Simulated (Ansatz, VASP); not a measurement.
## Two plane-wave programs on Cs3SiF6

```
CELL_PARAMETERS angstrom
0.00000 4.73643 4.73643
4.73643 0.00000 4.73643
4.73643 4.73643 0.00000
ATOMIC_POSITIONS crystal
Cs 0.75000 0.75000 0.75000
Cs 0.25000 0.25000 0.25000
Cs 0.00000 0.00000 0.00000
Si 0.50000 0.50000 0.50000
F 0.32000 0.68000 0.68000
F 0.68000 0.32000 0.68000
F 0.68000 0.32000 0.32000
F 0.32000 0.68000 0.32000
F 0.68000 0.68000 0.32000
F 0.32000 0.32000 0.68000
```

Alike in both runs: functional r2SCAN; k mesh 6 × 6 × 6; no spin polarisation.

Ansatz relaxed the structure, and its values are those at the end. VASP's run is a single point on that final structure, the one shown.

|  | VASP | Ansatz |
| --- | --- | --- |
| version | VASP 6.6.1 | Ansatz 0.2.0 |
| potentials or method | VASP PAW PBE potentials, release 64 (Cs_sv, Si, F), cutoff 520 eV | PAW plane waves |
| occupations | methfessel-paxton of order 1, width 0.1197 eV | cold, width 0.1197 eV |
| valence electrons in the cell | 73 | 73 |

|  | VASP | Ansatz | Ansatz less VASP |
| --- | --- | --- | --- |
| pressure (GPa) | 1.6 | 1.4 | -0.19 |
| rms of the force components (eV/Å) | 0.059 | 0.000 | -0.0584 |

VASP's potentials were made for PBE, not for r2SCAN. Ansatz's warnings: stress scf threshold loose.

Spin-orbit coupling is off throughout.
